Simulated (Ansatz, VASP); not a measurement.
## Sc: VASP beside Ansatz

INCAR

```
PREC = Accurate ; ENCUT = 520
EDIFF = 1E-7 ; ISMEAR = -1
SIGMA = 0.1 ; LREAL = F
LASPH = T ; NELM = 60
ALGO = Normal ; ISIF = 2
LWAVE = F ; LCHARG = T
GGA = PS ; LELF = T
LVHAR = T ; NBANDS = 24
```

File KPOINTS:

```
regular mesh
0
Gamma
  8 8 11
```

Contents of POSCAR:

```
Sc
1.0
    5.1296478031      0.0000000000      0.0000000000
   -2.5648239015      4.4424053099      0.0000000000
    0.0000000000      0.0000000000      3.2219717977
Sc
3
Direct
    1.0000000000      1.0000000000      0.0000000000
    0.3333333333      0.6666666667      0.5000000000
    0.6666666667      0.3333333333      0.5000000000
```

Input for Ansatz:

```yaml
crystal:
  lattice:
    - [5.1296478031, 0.0, 0.0]
    - [-2.5648239015, 4.4424053099, 0.0]
    - [0.0, 0.0, 3.2219717977]
  atoms:
    - { symbol: Sc, position: [1.0, 1.0, 0.0] }
    - { symbol: Sc, position: [0.3333333333, 0.6666666667, 0.5] }
    - { symbol: Sc, position: [0.6666666667, 0.3333333333, 0.5] }
hamiltonian:
  xc: pbesol
  pseudopotentials:
    kind: paw
    azcp:
      Sc: "pseudopotentials/Sc.paw.azcp"
basis:
  ecutwfc: 420
  fft_grid_basis: typed
kpoints:
  mp_grid: { grid: [8, 8, 11], shift: [0, 0, 0] }
magnetization:
  spin_polarized: false
scf:
  occupations: { method: fermi_dirac, width: 0.1 }
  lower_state_search: "off"
output:
  stress: true
  write_density: true
  write_potential: true
  elf: true
  volumetric_format: npy
```

Alike in both runs: task single point; functional PBEsol; k mesh 8 × 8 × 11; occupations fermi-dirac, width 0.1 eV; no spin polarisation.

|  | VASP | Ansatz |
| --- | --- | --- |
| version | VASP 6.6.1 | Ansatz 0.2.0 |
| potentials or method | VASP PAW PBE potentials, release 64 (Sc_sv), cutoff 520 eV | plane waves (420 eV) with PAW, scalar-relativistic |
| valence electrons in the cell | 33 | 33 |

|  | VASP | Ansatz | Ansatz less VASP |
| --- | --- | --- | --- |
| pressure (GPa) | -2.0 | -2.1 | -0.01 |

VASP's potentials were made for PBE, not for PBEsol, and Ansatz warns of the same on its side. With one functional, cell and mesh, what is left measures potentials, basis and numerics.
